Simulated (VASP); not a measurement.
Wanted: the native input for a VASP 6.6.1 run.

```yaml
Task: single point
Functional: PBEsol
Potentials_or_basis: VASP PAW PBE potentials, release 64 (C)
Cutoff: 520 eV
k_mesh: 9 × 9 × 6
Occupations: gaussian, width 0.02 eV
Spin: no spin polarisation
Dipole_correction: no
Further_INCAR_settings: ALGO = Normal; EDIFF = 1e-06; NBANDS = 16
```

The structure of C lies in POSCAR:

```
C
1.0
    2.4612466107      0.0000000000      0.0000000000
   -1.2306233054      2.1315020899      0.0000000000
    0.0000000000      0.0000000000      4.1980341063
C
4
Direct
    0.3333333333      0.6666666667      0.0000300286
    0.6666666667      0.3333333333      0.5000300286
    0.3333333333      0.6666666667      0.3739699714
    0.6666666667      0.3333333333      0.8739699714
```

This cell differs from its parent crystal: strained cell.

One way to write it, as run:

INCAR

```
SYSTEM = C
PREC = Accurate
ENCUT = 520
EDIFF = 1E-6
ISMEAR = 0
SIGMA = 0.02
LREAL = .FALSE.
LASPH = .TRUE.
NELM = 60
ALGO = Normal
ISIF = 2
LWAVE = .FALSE.
LCHARG = .FALSE.
GGA = PS
NBANDS = 16
```

KPOINTS

```
regular mesh
0
G
  9 9 6
  0 0 0
```

Potentials or basis: VASP PAW PBE potentials, release 64 (C).

Launch:

```bash
$ cat potpaw_PBE.64/C/POTCAR > POTCAR
$ mpirun -np 1 vasp_std > vasp.out
```

Results of the run:

```yaml
Pressure: 11.4 GPa
Largest_force: 0.015 eV/Å
Band_gap_on_the_k_mesh: 2.90 eV (least direct gap 4.69 eV)
```

Caveat: the cell differs from its parent crystal (strained cell); the cell stands under pressure; the PAW data sets were made with another functional, which shifts forces and pressure a little; an odd mesh through Γ misses points on the zone boundary, where band edges can lie.

Run time: 21 s on 1 thread of Intel Xeon 8259CL (shared host), peak memory 0.13 GiB.
